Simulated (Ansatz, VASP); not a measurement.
## One calculation of IrRu2, two programs

```
Ru Ir
1.0
     2.68172    0.00000    0.00000
    -1.34086    2.32244    0.00000
     0.00000    0.00000   13.15232
Ru Ir
4 2
Direct
  0.33333 0.66667 0.91667
  0.33333 0.66667 0.25000
  0.66667 0.33333 0.08333
  0.66667 0.33333 0.75000
  0.33333 0.66667 0.58333
  0.66667 0.33333 0.41667
```

Alike in both runs: task relaxation of cell and atoms; functional PBE; k mesh 6 × 6 × 2; occupations gaussian, width 0.1 eV; no spin polarisation.

|  | VASP | Ansatz |
| --- | --- | --- |
| version | VASP 6.6.1 | Ansatz 0.2.0 |
| potentials or method | VASP PAW PBE potentials, release 64 (Ru_pv, Ir), cutoff 600 eV | scalar-relativistic, plane waves, PAW |
| valence electrons in the cell | 74 | 98 |

```tsv
	VASP	Ansatz	Ansatz less VASP
gap on the k mesh at the Fermi level, each at its own relaxed structure (eV)	none	none	-
relaxed volume (Å³/atom)	14.08	14.07	-0.009
relaxed cell length with the largest relative difference (Å)	12.858	12.850	-0.0085
```

A gap of «none» marks a metal or a gap that the smearing closes. VASP's potentials hold 74 valence electrons a cell and Ansatz's 98, so a difference there can come from the potentials and not from the codes.

The k mesh is coarse, so the values compare programs but aren't converged. Spin-orbit coupling is off throughout.
